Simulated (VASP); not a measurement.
SrTiO3, 5 atoms in the cell. Symmetry: P4mm, No. 99, tetragonal system. The conventional cell has a = 3.936 Å, b = 3.936 Å, c = 3.936 Å, α = 90.00°, β = 90.00°, γ = 90.00°. Within 3.3 Å of Sr (site symmetry 4mm) lie 12 O at 2.49 to 3.11 Å and 4 Ti at 3.15 Å. Ti (site symmetry 4mm) has 6 O at 1.84 to 2.09 Å within 2.4 Å. Within 2.4 Å of O (site symmetry 4mm) lie 2 Ti at 1.84 to 2.09 Å. Within 2.6 Å of O (site symmetry 2mm) lie 2 Ti at 1.97 Å and 2 Sr at 2.49 Å.  This cell differs from its parent crystal: mode 1 frozen in at -0.038 Å and mode 7 at +0.288 Å (largest displacements).

- Program: VASP 6.6.1
- Task: single point
- Functional: PBE
- Potentials or basis: VASP PAW PBE potentials, release 64 (Sr_sv, Ti_sv, O)
- Cutoff: 520 eV
- k mesh: 8 × 8 × 8
- Occupations: gaussian, width 0.05 eV
- Spin: no spin polarisation
- Dipole correction: no
- Further INCAR settings: ALGO = Normal; EDIFF = 1e-06; NBANDS = 28

Potentials or basis: VASP PAW PBE potentials, release 64 (Sr_sv, Ti_sv, O).

The run is started by

```console
$ cat potpaw_PBE.64/Sr_sv/POTCAR potpaw_PBE.64/Ti_sv/POTCAR potpaw_PBE.64/O/POTCAR > POTCAR
$ mpirun -np 1 vasp_std > vasp.out
```

Hardware: 1 thread of Intel(R) Xeon(R) 6975P-C (Granite Rapids), with other jobs on the host.

Q: How long does it take, and how much memory?

A: Wall time 57 s on 1 thread of Intel(R) Xeon(R) 6975P-C (Granite Rapids), on a shared host, peak memory 0.26 GiB. Counts: scf iterations 16, k points 75.
